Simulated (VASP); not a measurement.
Input of a VASP 6.6.1 run:

File INCAR:

```
SYSTEM = ReBPt
ALGO = Fast
EDIFF = 1E-6
EDIFFG = -0.04
ENCUT = 600
GGA = PE
IBRION = 2
ISIF = 3
ISMEAR = 0
LASPH = .True.
LCHARG = .False.
LREAL = .False.
LWAVE = .False.
NELM = 60
NSW = 90
PREC = Accurate
SIGMA = 0.1
```

File KPOINTS:

```
k-points
0
Gamma
  6 6 4
  0 0 0
```

The input POSCAR:

```
ReBPt
1.0
    3.3371073300      0.0000000000      0.0000000000
    0.0000000000      3.3371073300      0.0000000000
    0.0000000000      0.0000000000      4.1552501900
Re B Pt
1 1 1
Direct
    0.0000000000      0.0000000000      0.5000000000
    0.0000000000      0.0000000000      0.0000000000
    0.5000000000      0.5000000000      0.0000000000
```

Potentials or basis: VASP PAW PBE potentials, release 64 (Re, B, Pt).

Command:

```bash
$ cat potpaw_PBE.64/Re/POTCAR potpaw_PBE.64/B/POTCAR potpaw_PBE.64/Pt/POTCAR > POTCAR
$ mpirun -np 1 vasp_std > vasp.out
```

Q: Predict the relaxed volume.

A: 13.11 Å³/atom.

Q: What does it give for the relaxed cell?

A: a = 3.082 Å, b = 3.082 Å, c = 4.141 Å, α = 90.00°, β = 90.00°, γ = 90.00°.

Q: Estimate the band gap on the k mesh.

A: Zero (bands 10 and 11 overlap by 4.27 eV).

Final structure:
```yaml
crystal:
  lattice:
    - [3.08162, 0.00000, 0.00000]
    - [0.00000, 3.08162, 0.00000]
    - [0.00000, 0.00000, 4.14068]
  atoms:
    - { symbol: Re, position: [0.00000, 0.00000, 0.50000] }
    - { symbol: B, position: [0.00000, 0.00000, 0.00000] }
    - { symbol: Pt, position: [0.50000, 0.50000, 0.00000] }
```

Caveat: the k points lie up to 0.38 Å⁻¹ apart in the final cell, too coarse for converged energies and pressures of a metal; the volume moved by over 15 % at a fixed basis, so the end points are rough; spin-orbit coupling is left out, which moves the levels of the heavy elements.
